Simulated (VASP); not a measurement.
# SiC (F-43m) in VASP: notebook, part 2 of 2

VASP 6.6.1.

### Step 3. Single point, r2SCAN

This run uses another cell than the first one, of 10.33 Å³/atom, 1.031 times its volume.

POSCAR

```
SiC
1.0
    0.0000000000      2.1781773184      2.1781773184
    2.1781773184      0.0000000000      2.1781773184
    2.1781773184      2.1781773184      0.0000000000
Si C
1 1
Direct
    0.0000000000      0.0000000000      0.0000000000
    0.2500000000      0.2500000000      0.2500000000
```

INCAR.step1

```
SYSTEM = SiC
PREC = Accurate ; ENCUT = 520
ISMEAR = 0 ; SIGMA = 0.02
LREAL = .False. ; LASPH = .True.
NELM = 100 ; NBANDS = 11
GGA = PE ; ALGO = Normal
EDIFF = 1E-4 ; LWAVE = .True.
LCHARG = .False.
```

INCAR.step2

```
SYSTEM = SiC
PREC = Accurate ; ENCUT = 520
EDIFF = 1E-6 ; ISMEAR = 0
SIGMA = 0.02 ; LREAL = .False.
LASPH = .True. ; NELM = 100
ALGO = Normal ; ISIF = 2
LWAVE = .False. ; LCHARG = .True.
METAGGA = R2SCAN ; LMIXTAU = .True.
LELF = .True. ; LVHAR = .True.
NBANDS = 11 ; ISTART = 1
```

KPOINTS

```
regular mesh
0
Gamma
  10 10 10
  0 0 0
```

Potentials or basis: VASP PAW PBE potentials, release 64 (Si, C).

Started as:

```sh
> cat potpaw_PBE.64/Si/POTCAR potpaw_PBE.64/C/POTCAR > POTCAR
> cp INCAR.step1 INCAR
> mpirun -np 1 vasp_std > vasp.out
> cp INCAR.step2 INCAR
> mpirun -np 1 vasp_std > vasp.out
```

OUTCAR:

```text
SYSTEM = SiC
   PREC = Accurate
   ENCUT = 520
   EDIFF = 1E-6
   ISMEAR = 0
   LREAL = .False.
   LASPH = .True.
   NELM = 100
   ISIF = 2
   METAGGA = R2SCAN
   ISTART = 1

 ion  position               nearest neighbor table
   1  0.000  0.000  0.000-   2 1.89   2 1.89   2 1.89   2 1.89
   2  0.250  0.250  0.250-   1 1.89   1 1.89   1 1.89   1 1.89

  LATTYP: Found a face centered cubic cell.
 ALAT       =     4.3563546368

  Lattice vectors:

[... 521 lines left out ...]
 [... further k-points ...]

------------------------ aborting loop because EDIFF is reached ----------------------------------------

  FORCE on cell =-STRESS in cart. coord.  units (eV):
  Direction    XX          YY          ZZ          XY          YZ          ZX
  --------------------------------------------------------------------------------------
  -------------------------------------------------------------------------------------
  Total       -0.0225543     -0.0225543     -0.0225543     -0.0000000      0.0000000     -0.0000000
  in kB       -1.7483554     -1.7483554     -1.7483554     -0.0000000      0.0000000     -0.0000000
  external PRESSURE =      -1.7483554 kB  Pullay stress =       0.0000000 kB

 VOLUME and BASIS-vectors are now :
 -----------------------------------------------------------------------------
  energy-cutoff  :      520.00
  volume of cell :       20.67
      direct lattice vectors                 reciprocal lattice vectors
     0.000000000  2.178177318  2.178177318    -0.229549723  0.229549723  0.229549723
     2.178177318  0.000000000  2.178177318     0.229549723 -0.229549723  0.229549723
     2.178177318  2.178177318  0.000000000     0.229549723  0.229549723 -0.229549723

 POSITION                                       TOTAL-FORCE (eV/Angst)
 -----------------------------------------------------------------------------------
      0.00000      0.00000      0.00000         0.000000      0.000000      0.000000
      1.08909      1.08909      1.08909        -0.000000     -0.000000     -0.000000
 -----------------------------------------------------------------------------------
    total drift:                               -0.000001     -0.000001     -0.000001

  FREE ENERGIE OF THE ION-ELECTRON SYSTEM (eV)
  ---------------------------------------------------
  free  energy   TOTEN  =       -19.3269624619 eV

  energy  without entropy=      -19.3269624619  energy(sigma->0) =      -19.32696246
```

Wall time 23 s (1 thread of AMD EPYC 9R45 (Zen 5), shared host); peak memory 0.11 GiB.

Results:

```
Free energy            : -19.3270 eV
Pressure               : -0.2 GPa
Band gap on the k mesh : 1.72 eV, indirect (least direct gap 5.06 eV)
```

Caveat: the PAW data sets were made with another functional, which shifts forces and pressure a little.

### Step 4. Single point, r2SCAN

This run uses another cell than the first one, of 10.33 Å³/atom, 1.031 times its volume.

POSCAR is that of step 3.

INCAR.step1

```
ALGO = Normal ; EDIFF = 1E-4
ENCUT = 520 ; GGA = PE
ISMEAR = 0 ; LASPH = True
LCHARG = False ; LREAL = False
LWAVE = True ; NBANDS = 11
NELM = 80 ; PREC = Accurate
SIGMA = 0.02
```

INCAR.step2

```
ALGO = Normal ; EDIFF = 1E-7
ENCUT = 520 ; ISIF = 2
ISMEAR = 0 ; ISTART = 1
LASPH = True ; LCHARG = False
LMIXTAU = True ; LREAL = False
LWAVE = False ; METAGGA = R2SCAN
NBANDS = 11 ; NELM = 80
PREC = Accurate ; SIGMA = 0.02
```

KPOINTS

```
k-points
0
Gamma
  10 10 10
```

Potentials or basis: VASP PAW PBE potentials, release 64 (Si, C).

Started as:

```sh
> cat potpaw_PBE.64/Si/POTCAR potpaw_PBE.64/C/POTCAR > POTCAR
> cp INCAR.step1 INCAR
> mpirun -np 1 vasp_std > vasp.out
> cp INCAR.step2 INCAR
> mpirun -np 1 vasp_std > vasp.out
```

OUTCAR:

```text
EDIFF = 1E-7
   ENCUT = 520
   ISIF = 2
   ISMEAR = 0
   ISTART = 1
   LASPH = True
   LREAL = False
   METAGGA = R2SCAN
   NELM = 80
   PREC = Accurate

 ion  position               nearest neighbor table
   1  0.000  0.000  0.000-   2 1.89   2 1.89   2 1.89   2 1.89
   2  0.250  0.250  0.250-   1 1.89   1 1.89   1 1.89   1 1.89

  LATTYP: Found a face centered cubic cell.
 ALAT       =     4.3563546368

  Lattice vectors:

[... 522 lines left out ...]

------------------------ aborting loop because EDIFF is reached ----------------------------------------

  FORCE on cell =-STRESS in cart. coord.  units (eV):
  Direction    XX          YY          ZZ          XY          YZ          ZX
  --------------------------------------------------------------------------------------
  -------------------------------------------------------------------------------------
  Total       -0.0240936     -0.0240936     -0.0240936      0.0000000     -0.0000000     -0.0000000
  in kB       -1.8676810     -1.8676810     -1.8676810      0.0000000     -0.0000000     -0.0000000
  external PRESSURE =      -1.8676810 kB  Pullay stress =       0.0000000 kB

 VOLUME and BASIS-vectors are now :
 -----------------------------------------------------------------------------
  energy-cutoff  :      520.00
  volume of cell :       20.67
      direct lattice vectors                 reciprocal lattice vectors
     0.000000000  2.178177318  2.178177318    -0.229549723  0.229549723  0.229549723
     2.178177318  0.000000000  2.178177318     0.229549723 -0.229549723  0.229549723
     2.178177318  2.178177318  0.000000000     0.229549723  0.229549723 -0.229549723

 POSITION                                       TOTAL-FORCE (eV/Angst)
 -----------------------------------------------------------------------------------
      0.00000      0.00000      0.00000        -0.000000     -0.000000     -0.000000
      1.08909      1.08909      1.08909         0.000000      0.000000      0.000000
 -----------------------------------------------------------------------------------
    total drift:                               -0.000001     -0.000001     -0.000001

  FREE ENERGIE OF THE ION-ELECTRON SYSTEM (eV)
  ---------------------------------------------------
  free  energy   TOTEN  =       -19.3269581697 eV

  energy  without entropy=      -19.3269581697  energy(sigma->0) =      -19.32695817
```

OUTCAR.step1:

```text
EDIFF = 1E-4
   ENCUT = 520
   GGA = PE
   ISMEAR = 0
   LASPH = True
[... 556 lines left out ...]
 -----------------------------------------------------------------------------------
      0.00000      0.00000      0.00000         0.000000      0.000000      0.000000
      1.08909      1.08909      1.08909        -0.000000     -0.000000     -0.000000
 -----------------------------------------------------------------------------------
    total drift:                                0.000000      0.000000      0.000000

  FREE ENERGIE OF THE ION-ELECTRON SYSTEM (eV)
  ---------------------------------------------------
  free  energy   TOTEN  =       -15.0572177450 eV

  energy  without entropy=      -15.0572177450  energy(sigma->0) =      -15.05721774
```

OSZICAR.step1:

```text
N       E                     dE             d eps       ncg     rms          rms(c)
DAV:   1     0.284883617521E+01    0.28488E+01   -0.41115E+03  1082   0.623E+02
DAV:   2    -0.163744605501E+02   -0.19223E+02   -0.18503E+02  1339   0.109E+02
DAV:   3    -0.169133473874E+02   -0.53889E+00   -0.53809E+00  1280   0.151E+01
DAV:   4    -0.169153591300E+02   -0.20117E-02   -0.20116E-02  1177   0.119E+00
DAV:   5    -0.169153681648E+02   -0.90348E-05   -0.90347E-05  1290   0.741E-02    0.882E+00
DAV:   6    -0.151145042929E+02    0.18009E+01   -0.64945E+00  1151   0.114E+01    0.391E+00
DAV:   7    -0.150647510898E+02    0.49753E-01   -0.38798E-01  1229   0.356E+00    0.179E+00
DAV:   8    -0.150570081243E+02    0.77430E-02   -0.20446E-02  1175   0.950E-01    0.172E-01
DAV:   9    -0.150571051214E+02   -0.96997E-04   -0.16654E-03  1255   0.232E-01    0.113E-01
DAV:  10    -0.150572156678E+02   -0.11055E-03   -0.24128E-04  1135   0.943E-02    0.266E-02
DAV:  11    -0.150572177450E+02   -0.20771E-05   -0.41166E-05   625   0.340E-02
   1 F= -.15057218E+02 E0= -.15057218E+02  d E =-.323265E-44
```

Run time: 31 s. Hardware: 1 thread of AMD EPYC 9R45 (Zen 5), shared host; peak memory 0.11 GiB.

Results:

```yaml
Free_energy: -19.3270 eV
Pressure: -0.2 GPa
Band_gap_on_the_k_mesh: 1.72 eV, indirect (least direct gap 5.06 eV)
```

Caveat: the PAW data sets were made with another functional, which shifts forces and pressure a little.

### Step 5. How close it comes

Step 3. Measured gap of SiC: 2.4 eV (indirect; quoted in “Insight into the structural, elastic and electronic properties of a new orthorhombic 6O-SiC polytype”, 2020, pmc:7200658). This calculation gives 1.72 eV (-0.68 eV). The value is that of r2SCAN on a finite k mesh, which can miss the band edges, without temperature or zero-point motion.

Step 4. A measured gap of SiC is 2.4 eV (indirect; quoted in “Insight into the structural, elastic and electronic properties of a new orthorhombic 6O-SiC polytype”, 2020, pmc:7200658); the calculated 1.72 eV misses it by -0.68 eV. The value is that of r2SCAN on a finite k mesh, which can miss the band edges, without temperature or zero-point motion.
